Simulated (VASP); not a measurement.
# Ta2PtN4 (P4/mmm) in VASP: single point with r2SCAN+rVV10

Aim: the single point of Ta2PtN4 with r2SCAN+rVV10.

All numbers are computed with VASP 6.6.1; they aren't measurements. Logs are shortened: lines on timing, memory, paths and dates and some standing lists are left out, and cuts for length are marked.

## Step 1: The cell of the first run

The structure is tetragonal, space group P4/mmm (No. 123). The conventional cell has a = 5.252 Å, b = 5.252 Å, c = 2.740 Å, α = 90.00°, β = 90.00°, γ = 90.00°. Ta (site symmetry mmm) has 8 N at 2.31 Å and 2 Ta at 2.74 Å and 4 Pt at 2.96 Å within 3.1 Å. Within 2.6 Å of Pt (site symmetry 4/mmm) lie 4 N at 1.97 Å. Within 2.6 Å of N (site symmetry m2m) lie 1 Pt at 1.97 Å and 4 Ta at 2.31 Å and 2 N at 2.47 Å.

## Step 2: Single point, r2SCAN+rVV10

File POSCAR:

```
Ta2PtN4
1.0
    5.2515608696      0.0000000000      0.0000000000
    0.0000000000      5.2515608696      0.0000000000
    0.0000000000      0.0000000000      2.7404072699
Ta Pt N
2 1 4
Direct
    0.5000000000      0.0000000000      0.5000000000
    0.0000000000      0.5000000000      0.5000000000
    0.0000000000      0.0000000000      0.0000000000
    0.2648912812      0.7351087188      0.0000000000
    0.2648912812      0.2648912812      0.0000000000
    0.7351087188      0.7351087188      0.0000000000
    0.7351087188      0.2648912812      0.0000000000
```

File INCAR.step1:

```
SYSTEM = Ta2PtN4
PREC = Accurate
ENCUT = 520
ISMEAR = -1
SIGMA = 0.03
LREAL = .FALSE.
LASPH = .TRUE.
NELM = 80
NBANDS = 35
GGA = PE
ALGO = Normal
EDIFF = 1E-4
LWAVE = .TRUE.
LCHARG = .FALSE.
```

File INCAR.step2:

```
SYSTEM = Ta2PtN4
PREC = Accurate
ENCUT = 520
EDIFF = 1E-6
ISMEAR = -1
SIGMA = 0.03
LREAL = .FALSE.
LASPH = .TRUE.
NELM = 80
ALGO = Normal
ISIF = 2
LWAVE = .FALSE.
LCHARG = .FALSE.
METAGGA = R2SCAN
LMIXTAU = .TRUE.
LUSE_VDW = .TRUE.
IVDW_NL = 2
BPARAM = 11.95
CPARAM = 0.0093
NBANDS = 35
ISTART = 1
```

File KPOINTS:

```
Automatic mesh
0
G
  4 4 8
  0 0 0
```

Potentials or basis: VASP PAW PBE potentials, release 64 (Ta_pv, Pt, N).

Launch:

```
cat potpaw_PBE.64/Ta_pv/POTCAR potpaw_PBE.64/Pt/POTCAR potpaw_PBE.64/N/POTCAR > POTCAR
cp INCAR.step1 INCAR
mpirun -np 1 vasp_std > vasp.out
cp INCAR.step2 INCAR
mpirun -np 1 vasp_std > vasp.out
```

OUTCAR:

```text
SYSTEM = Ta2PtN4
   PREC = Accurate
   ENCUT = 520
   EDIFF = 1E-6
   ISMEAR = -1
   LREAL = .FALSE.
   LASPH = .TRUE.
   NELM = 80
   ISIF = 2
   METAGGA = R2SCAN
   IVDW_NL = 2
   BPARAM = 11.95
   ISTART = 1

 ion  position               nearest neighbor table
   1  0.500  0.000  0.500-   4 2.31   5 2.31   6 2.31   7 2.31   4 2.31   5 2.31   6 2.31   7 2.31
                             3 2.96   3 2.96   3 2.96   3 2.96
   2  0.000  0.500  0.500-   4 2.31   5 2.31   6 2.31   7 2.31   4 2.31   5 2.31   6 2.31   7 2.31
                             3 2.96   3 2.96   3 2.96   3 2.96
   3  0.000  0.000  0.000-   4 1.97   5 1.97   6 1.97   7 1.97   1 2.96   2 2.96   1 2.96   2 2.96
                             2 2.96   2 2.96   1 2.96   1 2.96
   4  0.265  0.735  0.000-   3 1.97   2 2.31   1 2.31   1 2.31   2 2.31
   5  0.265  0.265  0.000-   3 1.97   2 2.31   1 2.31   1 2.31   2 2.31
   6  0.735  0.735  0.000-   3 1.97   2 2.31   1 2.31   1 2.31   2 2.31
   7  0.735  0.265  0.000-   3 1.97   2 2.31   1 2.31   1 2.31   2 2.31

  LATTYP: Found a simple tetragonal cell.
 ALAT       =     5.2515608696
 C/A-ratio  =     0.5218271935

  Lattice vectors:

 A1 = (   5.2515608696,   0.0000000000,   0.0000000000)
 A2 = (   0.0000000000,   5.2515608696,   0.0000000000)
 A3 = (   0.0000000000,   0.0000000000,   2.7404072699)

Analysis of symmetry for initial positions (statically):
=====================================================================
 Subroutine PRICEL returns:
 Original cell was already a primitive cell.

 Routine SETGRP: Setting up the symmetry group for a
 simple tetragonal supercell.

 Subroutine GETGRP returns: Found 16 space group operations
 (whereof 16 operations were pure point group operations)
 out of a pool of 16 trial point group operations.

The static configuration has the point symmetry D_4h.

Analysis of symmetry for dynamics (positions and initial velocities):
=====================================================================
 Subroutine PRICEL returns:
 Original cell was already a primitive cell.

 Routine SETGRP: Setting up the symmetry group for a
 simple tetragonal supercell.

 Subroutine GETGRP returns: Found 16 space group operations
 (whereof 16 operations were pure point group operations)
 out of a pool of 16 trial point group operations.

The dynamic configuration has the point symmetry D_4h.

 Subroutine INISYM returns: Found 16 space group operations
 (whereof 16 operations are pure point group operations),
 and found     1 'primitive' translations

----------------------------------------------------------------------------------------

[... 105 lines left out ...]
   NSW    =      0    number of steps for IOM
   IBRION =     -1    ionic relax: 0-MD 1-quasi-New 2-CG
   NFREE  =      0    steps in history (QN), initial steepest desc. (CG)
   ISIF   =      2    stress and relaxation
   ISYM   =      2    0-nonsym 1-usesym 2-fastsym
   POTIM  = 0.5000    time-step for ionic-motion
   TEBEG  =    0.0;   TEEND  =   0.0 temperature during run
   PSTRESS=    0.0 pullay stress
   NELECT =      52.0000    total number of electrons
   NUPDOWN=      -1.0000    fix difference up-down
   EMIN   =  10.00;   EMAX   =-10.00  energy-range for DOS
   EFERMI =   0.00;   METHOD = LEGACY
   ISMEAR =    -1;   SIGMA  =   0.03  broadening in eV -4-tet -1-fermi 0-gaus
   EFERMI_NEDOS =   21; number of points for ismear=-14 and -15
   IALGO  =     38    algorithm
   IMIX   =      4    mixing-type and parameters
     AMIX     =   0.40;   BMIX     =  1.00
     AMIX_MAG =   1.60;   BMIX_MAG =  1.00
  volume/ion in A,a.u.               =      10.80        72.86
  Fermi-wavevector in a.u.,A,eV,Ry     =   1.445258  2.731141 28.419441  2.088770
  Thomas-Fermi vector in A             =   2.563460
   LORBIT       =      0    0 simple, 1 ext, 2 COOP (PROOUT), +10 PAW based schemes
   METAGGA = R2SCAN    functional components
   LHFCALC =     F    Hartree Fock is set to
   AEXX    =    0.0000 exact exchange contribution
   IVDW_NL    =     2    kernel type
   BPARAM     =11.9500
   IVDW    =     0    specifies the selected vdW correction
   LEPSILON=     F    determine dielectric tensor
   LRPA    =     F    only Hartree local field effects (RPA)
 non-spin polarized calculation
  energy-cutoff  :      520.00
  volume of cell :       75.58
 maximum number of plane-waves:      2054
 NGX is ok and might be reduce to    40
   NGX = 19   NGY = 19   NGZ = 11

 number of electron      52.0000002 magnetization

 Free energy of the ion-electron system (eV)
  ---------------------------------------------------
  ext. energy  EPLUGINS =         0.00000000
  ---------------------------------------------------
  free energy    TOTEN  =      -183.76759541 eV

  energy without entropy =     -183.75735454  energy(sigma->0) =     -183.76247497

 E-fermi :   7.4979     XC(G=0): -13.7711

 val. band max:        7.4849346094   @ k =   0.5000   0.2500   0.1250
 cond. band min:       7.5202632356   @ k =   0.5000   0.0000   0.2500
 fundamental gap:      0.0353286262
 Fermi energy:         7.4978979556

 k-point     1 :       0.0000    0.0000    0.0000
  band No.  band energies     occupation
      1     -29.5625      2.00000
      2     -29.5625      2.00000
      3     -29.2982      2.00000
      4     -29.2982      2.00000
      5     -28.7313      2.00000
      6     -28.7178      2.00000
[... 901 lines left out ...]
     34      13.2243      0.00000
     35      13.2243      0.00000

 [... further k-points ...]
[... 5 lines left out ...]
  --------------------------------------------------------------------------------------
  -------------------------------------------------------------------------------------
  Total        1.2006399      1.2006399      0.9464769      0.0000000      0.0000000      0.0000000
  in kB       25.4525579     25.4525579     20.0645159      0.0000000      0.0000000      0.0000000
  external PRESSURE =      23.6565439 kB  Pullay stress =       0.0000000 kB

 VOLUME and BASIS-vectors are now :
 -----------------------------------------------------------------------------
  energy-cutoff  :      520.00
  volume of cell :       75.58
      direct lattice vectors                 reciprocal lattice vectors
     5.251560870  0.000000000  0.000000000     0.190419577  0.000000000  0.000000000
     0.000000000  5.251560870  0.000000000     0.000000000  0.190419577  0.000000000
     0.000000000  0.000000000  2.740407270     0.000000000  0.000000000  0.364909264

 POSITION                                       TOTAL-FORCE (eV/Angst)
 -----------------------------------------------------------------------------------
      2.62578      0.00000      1.37020        -0.000000      0.000000      0.000000
      0.00000      2.62578      1.37020        -0.000000      0.000000      0.000000
      0.00000      0.00000      0.00000        -0.000000      0.000000      0.000000
      1.39109      3.86047      0.00000         0.076450     -0.076450      0.000000
      1.39109      1.39109      0.00000         0.076450      0.076450      0.000000
      3.86047      3.86047      0.00000        -0.076450     -0.076450     -0.000000
      3.86047      1.39109      0.00000        -0.076450      0.076450     -0.000000
 -----------------------------------------------------------------------------------
    total drift:                                0.000000      0.000000      0.000000

  FREE ENERGIE OF THE ION-ELECTRON SYSTEM (eV)
  ---------------------------------------------------
  free  energy   TOTEN  =      -183.7675954081 eV

  energy  without entropy=     -183.7573545368  energy(sigma->0) =     -183.76247497
```

OUTCAR.step1:

```text
SYSTEM = Ta2PtN4
   PREC = Accurate
   ENCUT = 520
   ISMEAR = -1
   LREAL = .FALSE.
   LASPH = .TRUE.
[... 1156 lines left out ...]
      1.39109      1.39109      0.00000         0.214335      0.214335      0.000000
      3.86047      3.86047      0.00000        -0.214335     -0.214335      0.000000
      3.86047      1.39109      0.00000        -0.214335      0.214335     -0.000000
 -----------------------------------------------------------------------------------
    total drift:                                0.000000     -0.000000      0.000000

  FREE ENERGIE OF THE ION-ELECTRON SYSTEM (eV)
  ---------------------------------------------------
  free  energy   TOTEN  =       -61.7687083086 eV

  energy  without entropy=      -61.7588545960  energy(sigma->0) =      -61.76378145
```

OSZICAR.step1:

```text
N       E                     dE             d eps       ncg     rms          rms(c)
DAV:   1     0.437176889147E+03    0.43718E+03   -0.28192E+04  2156   0.152E+03
DAV:   2    -0.438942970512E+02   -0.48107E+03   -0.46105E+03  2425   0.422E+02
DAV:   3    -0.755443242074E+02   -0.31650E+02   -0.31056E+02  2488   0.103E+02
DAV:   4    -0.762838933935E+02   -0.73957E+00   -0.73383E+00  2637   0.155E+01
DAV:   5    -0.762993185376E+02   -0.15425E-01   -0.15396E-01  2577   0.201E+00    0.455E+01
DAV:   6    -0.640861262555E+02    0.12213E+02   -0.86611E+01  2511   0.555E+01    0.274E+01
DAV:   7    -0.620470099673E+02    0.20391E+01   -0.15622E+01  2347   0.249E+01    0.123E+01
DAV:   8    -0.618363729729E+02    0.21064E+00   -0.21096E+00  2321   0.965E+00    0.630E+00
DAV:   9    -0.617748516663E+02    0.61521E-01   -0.36394E-01  2679   0.384E+00    0.960E-01
DAV:  10    -0.617699872615E+02    0.48644E-02   -0.23527E-02  2583   0.104E+00    0.774E-01
DAV:  11    -0.617689092476E+02    0.10780E-02   -0.11107E-02  2563   0.653E-01    0.142E-01
DAV:  12    -0.617686910284E+02    0.21822E-03   -0.14448E-03  2515   0.232E-01    0.475E-02
DAV:  13    -0.617687083086E+02   -0.17280E-04   -0.81506E-05  1402   0.576E-02
   1 F= -.61768708E+02 E0= -.61763781E+02  d E =-.985371E-02
```

Wall time 4.7 min (1 thread of Oxide Virtual Turin-like, shared host); peak memory 0.33 GiB.

What came out:

* Free energy: -183.7676 eV
* Pressure: 2.4 GPa
* Largest force: 0.108 eV/Å
* Band gap on the k mesh: zero (bands 26 and 27 overlap by 1.39 eV)

Forces on the atoms (eV/Å):
```
Ta   0.000  0.000  0.000
Ta   0.000  0.000  0.000
Pt   0.000  0.000  0.000
N    0.076 -0.076  0.000
N    0.076  0.076  0.000
N   -0.076 -0.076  0.000
N   -0.076  0.076  0.000
```

Stress tensor (GPa, compression positive):
```
2.55 0.00 0.00
0.00 2.55 0.00
0.00 0.00 2.01
```

Levels at points of the mesh, in eV from the Fermi level:
```
           k point  band 24  band 25  band 26  band 27  band 28  band 29
(0.00, 0.00, 0.00)    -0.63    -0.60    -0.60    -0.03    -0.02     2.54
(0.50, 0.00, 0.00)    -1.37    -0.64    -0.43     0.32     0.42     2.09
(0.50, 0.50, 0.00)    -1.32    -1.32     0.57     0.84     0.84     2.69
(0.00, 0.00, 0.50)    -0.51    -0.51    -0.27     0.65     1.43     2.04
(0.50, 0.00, 0.50)    -1.25    -0.06     0.35     1.10     2.42     4.43
(0.50, 0.50, 0.50)    -1.65    -1.14     0.65     2.12     2.12     2.94
```

Caveat: the PAW data sets were made with another functional, which shifts forces and pressure a little; spin-orbit coupling is left out, which moves the levels of the heavy elements.

The gap in the log of VASP goes by the Fermi energy; the results here count the filled bands.